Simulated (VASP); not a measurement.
Here is a VASP 6.6.1 calculation.

The input INCAR:

```
PREC = Accurate
ENCUT = 520
EDIFF = 1E-7
ISMEAR = 0
SIGMA = 0.15
LREAL = False
LASPH = True
NELM = 100
ALGO = Normal
ISIF = 2
LWAVE = False
LCHARG = False
GGA = PS
NBANDS = 21
```

KPOINTS

```
Automatic mesh
0
Gamma
  18 18 10
```

POSCAR

```
Ru
1.0
    2.5014000000      0.0000000000      0.0000000000
   -1.2507000000      2.1662759450      0.0000000000
    0.0000000000      0.0000000000      4.3544000000
Ru
2
Direct
    0.3333333333      0.6666666667      0.2500000000
    0.6666666667      0.3333333333      0.7500000000
```

Potentials or basis: VASP PAW PBE potentials, release 64 (Ru_pv).

Run with:

```console
$ cat potpaw_PBE.64/Ru_pv/POTCAR > POTCAR
$ mpirun -np 1 vasp_std > vasp.out
```

Task: Predict the pressure.

Result: 59.7 GPa.

Task: What does it give for the band gap on the k mesh?

Result: Zero (band 14 reaches 17.42 eV, above the bottom of band 15 at 13.80 eV).

Stress tensor (GPa, compression positive):
```
83.41  0.00  0.00
 0.00 83.41  0.00
 0.00  0.00 12.43
```

Caveat: the PAW data sets were made with another functional, which shifts forces and pressure a little.
